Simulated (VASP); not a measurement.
**AlCo: single point with PBEsol**

The system is AlCo.

```xyz
2
Lattice="2.8226 0.0000 0.0000 0.0000 2.8226 0.0000 0.0000 0.0000 2.8226" Properties=species:S:1:pos:R:3 pbc="T T T"
Al    0.0000    0.0000    0.0000
Co    1.4113    1.4113    1.4113
```

```json
{
 "Program": "VASP 6.6.1",
 "Task": "single point",
 "Functional": "PBEsol",
 "Potentials or basis": "VASP PAW PBE potentials, release 64 (Al, Co)",
 "Cutoff": "520 eV",
 "k mesh": "14 × 14 × 14",
 "Occupations": "gaussian, width 0.1 eV",
 "Spin": "no spin polarisation"
}
```

* Pressure: -0.1 GPa
* Band gap on the k mesh: zero (band 6 reaches 13.20 eV, above the bottom of band 7 at 10.58 eV)

Levels at points of the mesh, in eV from the Fermi level:
| k point | band 3 | band 4 | band 5 | band 6 | band 7 | band 8 | band 9 | band 10 |
| --- | --- | --- | --- | --- | --- | --- | --- | --- |
| (0.00, 0.00, 0.00) | -3.12 | -0.86 | -0.86 | -0.86 | 6.10 | 6.10 | 6.10 | 8.87 |
| (0.50, 0.00, 0.00) | -2.51 | -1.77 | -1.77 | -0.74 | 0.17 | 8.44 | 10.74 | 10.74 |
| (0.50, 0.50, 0.00) | -2.74 | -2.74 | -1.56 | -1.56 | -0.27 | 2.48 | 3.67 | 13.09 |
| (0.50, 0.50, 0.50) | -4.07 | -0.23 | -0.23 | 2.36 | 2.36 | 2.36 | 4.41 | 5.52 |

It took 71 s on 1 thread of AMD EPYC 7R13, with other jobs on the host, peak memory 0.13 GiB.

Caveat: the PAW data sets were made with another functional, which shifts forces and pressure a little. Spin polarisation is off, so any magnetic state and its effect on volume and gap are missing.
